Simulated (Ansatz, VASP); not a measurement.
## Br in VASP and in Ansatz

INCAR

```
SYSTEM = Br
ALGO = Normal
EDIFF = 1E-6
ENCUT = 520
GGA = PE
ISIF = 2
ISMEAR = 0
LASPH = .True.
LCHARG = .False.
LREAL = .False.
LWAVE = .False.
NBANDS = 26
NELM = 60
PREC = Accurate
SIGMA = 0.1
```

The input KPOINTS:

```
k-points
0
Gamma
  4 4 4
  0 0 0
```

POSCAR

```
Br
1.0
    2.8897595100     -4.3131672900      0.0000000000
    2.8897595100      4.3131672900      0.0000000000
    0.0000000000      0.0000000000      6.5329956600
Br
5
Direct
    0.5000000000      0.0000000000      0.2500000000
    0.0000000000      0.5000000000      0.7500000000
    0.0000000000      0.5000000000      0.2500000000
    0.5000000000      0.0000000000      0.7500000000
    0.0000000000      0.0000000000      0.0000000000
```

Input for Ansatz:

```yaml
crystal:
  lattice:
    - [2.88975951, -4.31316729, 0.0]
    - [2.88975951, 4.31316729, 0.0]
    - [0.0, 0.0, 6.53299566]
  atoms:
    - { symbol: Br, position: [0.5, 0.0, 0.25] }
    - { symbol: Br, position: [0.0, 0.5, 0.75] }
    - { symbol: Br, position: [0.0, 0.5, 0.25] }
    - { symbol: Br, position: [0.5, 0.0, 0.75] }
    - { symbol: Br, position: [0.0, 0.0, 0.0] }
basis:
  ecutwfc: 420
kpoints:
  mp_grid: { grid: [4, 4, 4] }
hamiltonian:
  xc: pbe
scf:
  occupations: { method: gaussian, width: 0.1 }
  lower_state_search: "off"
output:
  forces: true
  stress: true
  eigenvalues: true
```

Alike in both runs: task single point; functional PBE; k mesh 4 × 4 × 4; occupations gaussian, width 0.1 eV; no spin polarisation.

|  | VASP | Ansatz |
| --- | --- | --- |
| version | VASP 6.6.1 | Ansatz 0.2.0 |
| potentials or method | VASP PAW PBE potentials, release 64 (Br), cutoff 520 eV | scalar-relativistic, plane waves, PAW |
| valence electrons in the cell | 35 | 35 |

```csv
,VASP,Ansatz,Ansatz less VASP
gap on the k mesh at the Fermi level (eV),none,none,-
pressure (GPa),1.8,1.8,0.00
"traceless stress, the component that is largest in VASP (GPa)",-4.50,-4.50,-0.003
rms of the force components (eV/Å),0.179,0.179,-0.0005
```

Atom by atom the forces differ by 0.000 eV/Å (rms over components). A gap of «none» marks a metal or a gap that the smearing closes. With one functional, cell and mesh, what is left measures potentials, basis and numerics.
